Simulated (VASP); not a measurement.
# WC: single point with PBE

Crystal: WC.

```
W C
1.0
     2.97259    0.00000    0.00000
    -1.48630    2.57434    0.00000
     0.00000    0.00000   11.05863
W C
4 4
Cartesian
  1.4863 0.8581 9.6995
  0.0000 1.7162 1.3591
  0.0000 1.7162 4.1702
  1.4863 0.8581 6.8885
  0.0000 0.0000 0.0000
  0.0000 0.0000 5.5293
  1.4863 0.8581 2.7647
  0.0000 1.7162 8.2940
```

The cell was generated, and may not be a known phase.

```yaml
Program: VASP 6.6.1
Task: single point
Functional: PBE
Potentials_or_basis: VASP PAW PBE potentials, release 64 (W_sv, C_h)
Cutoff: 1300 eV
k_mesh: 6 × 6 × 2
Occupations: gaussian, width 0.1 eV
Spin: no spin polarisation
Dipole_correction: no
Further_INCAR_settings: ALGO = Normal; EDIFF = 1e-06; NBANDS = 46
```

```
Pressure               : 0.7 GPa
Largest force          : 0.031 eV/Å
Band gap on the k mesh : zero (bands 36 and 37 overlap by 1.31 eV)
```

Forces on the atoms (eV/Å):
```
W    0.000  0.000 -0.031
W    0.000  0.000  0.031
W    0.000  0.000 -0.031
W    0.000  0.000  0.031
C    0.000  0.000  0.000
C    0.000  0.000  0.000
C    0.000  0.000  0.000
C    0.000  0.000  0.000
```

Levels at points of the mesh, in eV from the Fermi level:
| k point | band 33 | band 34 | band 35 | band 36 | band 37 | band 38 | band 39 | band 40 |
| --- | --- | --- | --- | --- | --- | --- | --- | --- |
| (0.00, 0.00, 0.00) | -1.27 | -1.09 | -1.09 | -0.13 | -0.02 | -0.02 | 0.05 | 0.05 |
| (0.50, 0.00, 0.00) | -2.77 | -1.68 | -1.31 | -0.06 | 1.44 | 2.67 | 2.90 | 2.95 |
| (0.00, 0.00, 0.50) | -0.84 | -0.84 | -0.78 | -0.78 | -0.78 | -0.78 | 0.65 | 0.65 |
| (0.50, 0.00, 0.50) | -2.48 | -2.48 | -0.86 | -0.86 | 2.72 | 2.72 | 2.93 | 2.93 |

Run time: 2.7 min on 1 thread of Intel(R) Xeon(R) Platinum 8488C (Sapphire Rapids), on a shared host, peak memory 0.48 GiB.

Caveat: the k points lie up to 0.41 Å⁻¹ apart, too coarse for converged energies and pressures of a metal; spin-orbit coupling is left out, which moves the levels of the heavy elements.
